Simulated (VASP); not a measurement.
# NaCl (Fm-3m) in VASP: notebook, part 2 of 2

VASP 6.6.1.

### Step 3. Single point, revPBE

This run uses another cell than the first one, of 24.69 Å³/atom, 1.104 times its volume.

Contents of INCAR:

```
ALGO     = Normal         # electronic algorithm
EDIFF    = 1E-7           # SCF threshold, eV
ENCUT    = 520            # plane-wave cutoff, eV
GGA      = RE             # functional
ISIF     = 2              # what is computed and relaxed
ISMEAR   = -1             # smearing method
LASPH    = T              # aspherical terms in the spheres
LCHARG   = F              # write CHGCAR
LREAL    = F              # projectors in reciprocal space
LWAVE    = F              # write WAVECAR
NBANDS   = 14             # bands
NELM     = 100            # most SCF steps
PREC     = Accurate       # precision mode
SIGMA    = 0.05           # smearing width, eV
```

Contents of KPOINTS:

```
k-points
0
Gamma
  8 8 8
```

Contents of POSCAR:

```
NaCl
1.0
    0.0000000000      2.9120568630      2.9120568630
    2.9120568630      0.0000000000      2.9120568630
    2.9120568630      2.9120568630      0.0000000000
Cl Na
1 1
Direct
    0.5000000000      0.5000000000      0.5000000000
    0.0000000000      0.0000000000      0.0000000000
```

Potentials or basis: VASP PAW PBE potentials, release 64 (Cl, Na_pv).

Command:

```sh
$ cat potpaw_PBE.64/Cl/POTCAR potpaw_PBE.64/Na_pv/POTCAR > POTCAR
$ mpirun -np 1 vasp_std > vasp.out
```

It took 16 s on 1 thread of Intel Xeon 6975P-C, shared host; peak memory 0.17 GiB.

Results (log left out):

```yaml
Free_energy: -6.4581 eV
Pressure: 0.0 GPa
Band_gap_on_the_k_mesh: 5.04 eV, direct
```

Levels at points of the mesh, in eV from the valence-band top:
```csv
k point,band 5,band 6,band 7,band 8,band 9,band 10
"(0.00, 0.00, 0.00)",0.00,0.00,0.00,5.04,11.16,11.16
"(0.50, 0.00, 0.00)",-1.60,-0.21,-0.21,7.34,10.12,10.90
"(0.50, 0.50, 0.00)",-1.38,-0.49,-0.49,7.50,8.35,10.92
```

Caveat: the PAW data sets were made with another functional, which shifts forces and pressure a little. As with any semilocal functional, this revPBE gap is likely too small.

### Step 4. Single point, BLYP

This run uses another cell than the first one, of 23.89 Å³/atom, 1.068 times its volume.

Contents of INCAR:

```
SYSTEM = NaCl
  AGGAC = 1.0
  AGGAX = 1.0
  ALDAC = 0.0
  ALDAX = 1.0
  ALGO = Normal
  EDIFF = 1E-7
  ENCUT = 520
  GGA = B5
  ISIF = 2
  ISMEAR = -1
  LASPH = .TRUE.
  LCHARG = .FALSE.
  LREAL = .FALSE.
  LWAVE = .FALSE.
  NBANDS = 14
  NELM = 60
  PREC = Accurate
  SIGMA = 0.05
```

Contents of KPOINTS:

```
k-points
0
G
  8 8 8
  0 0 0
```

Contents of POSCAR:

```
NaCl
1.0
    0.0000000000      2.8800559829      2.8800559829
    2.8800559829      0.0000000000      2.8800559829
    2.8800559829      2.8800559829      0.0000000000
Cl Na
1 1
Direct
    0.5000000000      0.5000000000      0.5000000000
    0.0000000000      0.0000000000      0.0000000000
```

Potentials or basis: VASP PAW PBE potentials, release 64 (Cl, Na_pv).

Command:

```sh
$ cat potpaw_PBE.64/Cl/POTCAR potpaw_PBE.64/Na_pv/POTCAR > POTCAR
$ mpirun -np 1 vasp_std > vasp.out
```

OUTCAR:

```text
SYSTEM = NaCl
   EDIFF = 1E-7
   ENCUT = 520
   GGA = B5
   ISIF = 2
   ISMEAR = -1
   LASPH = .TRUE.
   LREAL = .FALSE.
   NELM = 60
   PREC = Accurate

 ion  position               nearest neighbor table
   1  0.500  0.500  0.500-
   2  0.000  0.000  0.000-

  LATTYP: Found a face centered cubic cell.
 ALAT       =     5.7601119658

  Lattice vectors:

 A1 = (   0.0000000000,   2.8800559829,   2.8800559829)
 A2 = (   2.8800559829,   0.0000000000,   2.8800559829)
[... 592 lines left out ...]
------------------------ aborting loop because EDIFF is reached ----------------------------------------

  FORCE on cell =-STRESS in cart. coord.  units (eV):
  Direction    XX          YY          ZZ          XY          YZ          ZX
  --------------------------------------------------------------------------------------
  -------------------------------------------------------------------------------------
  Total       -0.0323331     -0.0323331     -0.0323331      0.0000000      0.0000000      0.0000000
  in kB       -1.0842380     -1.0842380     -1.0842380      0.0000000      0.0000000      0.0000000
  external PRESSURE =      -1.0842380 kB  Pullay stress =       0.0000000 kB

 VOLUME and BASIS-vectors are now :
 -----------------------------------------------------------------------------
  energy-cutoff  :      520.00
  volume of cell :       47.78
      direct lattice vectors                 reciprocal lattice vectors
     0.000000000  2.880055983  2.880055983    -0.173607736  0.173607736  0.173607736
     2.880055983  0.000000000  2.880055983     0.173607736 -0.173607736  0.173607736
     2.880055983  2.880055983  0.000000000     0.173607736  0.173607736 -0.173607736

 POSITION                                       TOTAL-FORCE (eV/Angst)
 -----------------------------------------------------------------------------------
      2.88006      2.88006      2.88006         0.000000      0.000000      0.000000
      0.00000      0.00000      0.00000        -0.000000     -0.000000     -0.000000
 -----------------------------------------------------------------------------------
    total drift:                                0.000000      0.000000      0.000000

  FREE ENERGIE OF THE ION-ELECTRON SYSTEM (eV)
  ---------------------------------------------------
  free  energy   TOTEN  =        -6.3960795691 eV

  energy  without entropy=       -6.3960795691  energy(sigma->0) =       -6.39607957
```

It took 28 s on 1 thread of Intel Xeon 6975P-C, shared host; peak memory 0.17 GiB.

What came out:

```yaml
Free_energy: -6.3961 eV
Pressure: -0.1 GPa
Band_gap_on_the_k_mesh: 4.91 eV, direct
```

Levels at points of the mesh, in eV from the valence-band top:
```csv
k point,band 4,band 5,band 6,band 7,band 8,band 9,band 10,band 11
"(0.00, 0.00, 0.00)",-12.50,0.00,0.00,0.00,4.91,11.06,11.06,11.06
"(0.50, 0.00, 0.00)",-12.22,-1.73,-0.23,-0.23,7.24,10.12,10.79,10.79
"(0.50, 0.50, 0.00)",-12.18,-1.48,-0.54,-0.54,7.27,8.24,10.99,14.19
```

Caveat: the PAW data sets were made with another functional, which shifts forces and pressure a little.

### Step 5. Single point, BHLYP

This run uses another cell than the first one, of 21.81 Å³/atom, 0.975 times its volume.

Contents of POSCAR:

```
NaCl
1.0
    0.0000000000      2.7940632177      2.7940632177
    2.7940632177      0.0000000000      2.7940632177
    2.7940632177      2.7940632177      0.0000000000
Cl Na
1 1
Direct
    0.5000000000      0.5000000000      0.5000000000
    0.0000000000      0.0000000000      0.0000000000
```

Contents of INCAR.step1:

```
ALGO = Normal ; EDIFF = 1E-5
ENCUT = 520 ; GGA = PE
ISIF = 2 ; ISMEAR = -1
LASPH = T ; LREAL = F
LWAVE = T ; NBANDS = 14
NELM = 100 ; PREC = Accurate
SIGMA = 0.05
```

Contents of INCAR.step2:

```
AEXX = 0.5 ; AGGAC = 1.0
AGGAX = 0.5 ; ALDAC = 0.0
ALDAX = 0.5 ; ALGO = Normal
EDIFF = 1E-6 ; ENCUT = 520
GGA = B5 ; ISIF = 2
ISMEAR = -1 ; ISTART = 1
LASPH = T ; LCHARG = T
LELF = T ; LHFCALC = T
LREAL = F ; LVHAR = T
LWAVE = F ; NBANDS = 14
NELM = 100 ; PREC = Accurate
PRECFOCK = Normal ; SIGMA = 0.05
```

Contents of KPOINTS:

```
k-points
0
Gamma
  5 5 5
```

Command:

```sh
$ cat potpaw_PBE.64/Cl/POTCAR potpaw_PBE.64/Na_pv/POTCAR > POTCAR
$ cp INCAR.step1 INCAR
$ mpirun -np 1 vasp_std > vasp.out
$ cp INCAR.step2 INCAR
$ mpirun -np 1 vasp_std > vasp.out
```

It took 6.2 min on 1 thread of Intel Xeon Platinum 8375C at 2.90GHz (Ice Lake), shared host; peak memory 0.17 GiB.

It converged, with:

| Item | Value |
| --- | --- |
| Free energy | -9.7552 eV |
| Pressure | 0.6 GPa |
| Band gap on the k mesh | 9.44 eV, direct |

Levels at points of the mesh, in eV from the valence-band top:
```csv
k point,band 5,band 6,band 7,band 8,band 9,band 10
"(0.00, 0.00, 0.00)",0.00,0.00,0.00,9.44,15.68,15.68
```

Caveat: the PAW data sets were made with another functional, which shifts forces and pressure a little.

### Step 6. The runs side by side

| level | cell | k mesh | grid for exact exchange (PRECFOCK) | gap on the mesh (eV) | pressure (GPa) |
| --- | --- | --- | --- | --- | --- |
| PBE+D4 | a = 3.985 Å, angles 60.0°, 2 atoms | 8 × 8 × 8 | - | 5.12 | 0.0 |
| revPBE | a = 4.118 Å, angles 60.0°, 2 atoms | 8 × 8 × 8 | - | 5.04 | 0.0 |
| BLYP | a = 4.073 Å, angles 60.0°, 2 atoms | 8 × 8 × 8 | - | 4.91 | -0.1 |
| BHLYP | a = 3.951 Å, angles 60.0°, 2 atoms | 5 × 5 × 5 | Normal | 9.44 | 0.6 |

Alike in all rows: task single point; potentials or basis VASP PAW PBE potentials, release 64 (Cl, Na_pv); no spin polarisation; cutoff (eV) 520; smearing fermi-dirac 0.05 eV.

Caveats: the PAW data sets were made with another functional, which shifts forces and pressure a little (some runs).

Total energies depend on the potentials used, so only differences within one code and one set of settings carry meaning.
